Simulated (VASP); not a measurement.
Crystal: Mo3C.

```
Mo C
1.0
     3.69815    0.00000    0.00000
     0.00000    3.69815    0.00000
     0.00000    0.00000    3.69815
Mo C
3 1
Direct
  0.00000 0.50000 0.50000
  0.50000 0.00000 0.50000
  0.50000 0.50000 0.00000
  0.00000 0.00000 0.00000
```

```yaml
Program: VASP 6.6.1
Task: relaxation of cell and atoms
Functional: PBE
Potentials_or_basis: VASP PAW PBE potentials, release 64 (Mo_sv, C)
Cutoff: 600 eV
k_mesh: 6 × 6 × 6
Occupations: gaussian, width 0.1 eV
Spin: no spin polarisation
```

At the start: pressure 12.9 GPa; volume 12.64 Å³/atom.

Problem. How do energy, volume and symmetry change on relaxing?

Solution. Over 3 steps the energy falls by 24.2 meV/atom and the volume is 13.29 Å³/atom (+5.1 %); space group Pm-3m (No. 221, to 0.05 Å).

Step by step:
```tsv
step	energy change (eV)	largest force (eV/Å)	pressure (GPa)	volume (Å³)
1	0.0000	0.0000	12.88	50.58
2	0.2343	0.0000	-18.40	58.39
3	-0.0969	0.0000	-0.34	53.17
```

Final structure:
```
Mo C
1.0
     3.76040    0.00000    0.00000
     0.00000    3.76040    0.00000
     0.00000    0.00000    3.76040
Mo C
3 1
Direct
  0.00000 0.50000 0.50000
  0.50000 0.00000 0.50000
  0.50000 0.50000 0.00000
  0.00000 0.00000 0.00000
```
